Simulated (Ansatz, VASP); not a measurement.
One calculation of KBr, two programs

File POSCAR:

```
KBr
1.0
    0.0000000000      3.6882992942      3.6882992942
    3.6882992942      0.0000000000      3.6882992942
    3.6882992942      3.6882992942      0.0000000000
K Br
1 1
Direct
    0.0000000000      0.0000000000      0.0000000000
    0.2500000000      0.2500000000      0.2500000000
```

INCAR.step1

```
SYSTEM = KBr
PREC = Accurate
ENCUT = 520
EDIFF = 1E-5
ISMEAR = 0
SIGMA = 0.01
LREAL = .FALSE.
LASPH = .TRUE.
NELM = 100
ALGO = Normal
ISIF = 2
LWAVE = .TRUE.
NBANDS = 15
GGA = PE
```

INCAR.step2

```
SYSTEM = KBr
PREC = Accurate
ENCUT = 520
EDIFF = 1E-6
ISMEAR = 0
SIGMA = 0.01
LREAL = .FALSE.
LASPH = .TRUE.
NELM = 100
ALGO = Normal
ISIF = 2
LWAVE = .FALSE.
LCHARG = .TRUE.
GGA = PE
LHFCALC = .TRUE.
HFSCREEN = 0.2079
PRECFOCK = Normal
LELF = .TRUE.
LVHAR = .TRUE.
NBANDS = 15
ISTART = 1
```

KPOINTS

```
regular mesh
0
G
  4 4 4
  0 0 0
```

Input for Ansatz:

```yaml
crystal:
  lattice:
    - [0.0, 3.6882992942, 3.6882992942]
    - [3.6882992942, 0.0, 3.6882992942]
    - [3.6882992942, 3.6882992942, 0.0]
  atoms:
    - { symbol: K, position: [0.0, 0.0, 0.0] }
    - { symbol: Br, position: [0.25, 0.25, 0.25] }
kpoints:
  mp_grid: { grid: [4, 4, 4] }
  band_path:
    path:
      - [0.0, 0.0, 0.0]
      - [-0.5, -0.5, 0.0]
      - [-0.375, -0.375, 0.25]
      - [-0.375, 0.0, 0.375]
      - [0.0, 0.0, 0.5]
      - [-0.5, -0.25, 0.25]
      - [0.0, 0.229167, -0.25]
    npoints: 1
hamiltonian:
  xc: hse06
scf:
  occupations: { method: fixed }
  n_extra_bands: 4
output:
  forces: true
  stress: true
  eigenvalues: true
  write_density: true
  write_potential: true
  elf: true
  volumetric_format: npy
```

Alike in both runs: task single point; functional HSE06; k mesh 4 × 4 × 4; no spin polarisation.

|  | VASP | Ansatz |
| --- | --- | --- |
| version | VASP 6.6.1 | Ansatz 0.2.0 |
| potentials or method | VASP PAW PBE potentials, release 64 (K_sv, Br) | plane waves, PAW |
| plane-wave cutoff (eV) | 520 | 420 |
| occupations | gaussian, width 0.01 eV | fixed |
| valence electrons in the cell | 16 | 16 |

```csv
,VASP,Ansatz,Ansatz less VASP
gap on the k mesh at the Fermi level (eV),5.39,5.39,+0.001
pressure (GPa),0.2,0.1,-0.02
```

Ansatz's warnings: stress exchange threshold loose, stress scf threshold loose, xc potential rough in thin density.
